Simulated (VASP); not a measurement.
Input of a VASP 6.6.1 run:

Contents of INCAR:

```
SYSTEM = Re
ALGO = Fast
EDIFF = 1E-7
ENCUT = 520
GGA = PE
ISIF = 2
ISMEAR = 0
LASPH = .TRUE.
LCHARG = .FALSE.
LREAL = .FALSE.
LWAVE = .FALSE.
NBANDS = 10
NELM = 60
PREC = Accurate
SIGMA = 0.1
```

Contents of KPOINTS:

```
k-points
0
G
  24 24 24
  0 0 0
```

File POSCAR:

```
Re
1.0
    0.0000000000      1.9576294497      1.9576294497
    1.9576294497      0.0000000000      1.9576294497
    1.9576294497      1.9576294497      0.0000000000
Re
1
Direct
    0.5000000000      0.5000000000      0.5000000000
```

Potentials or basis: VASP PAW PBE potentials, release 64 (Re).

Command:

```bash
$ cat potpaw_PBE.64/Re/POTCAR > POTCAR
$ mpirun -np 1 vasp_std > vasp.out
```

Problem. Estimate the band gap on the k mesh.

Solution. Zero (an odd number of electrons rules out a gap without spin polarisation).

Problem. Predict the pressure.

Solution. -0.6 GPa.

Caveat: spin-orbit coupling is left out, which moves the levels of the heavy elements.
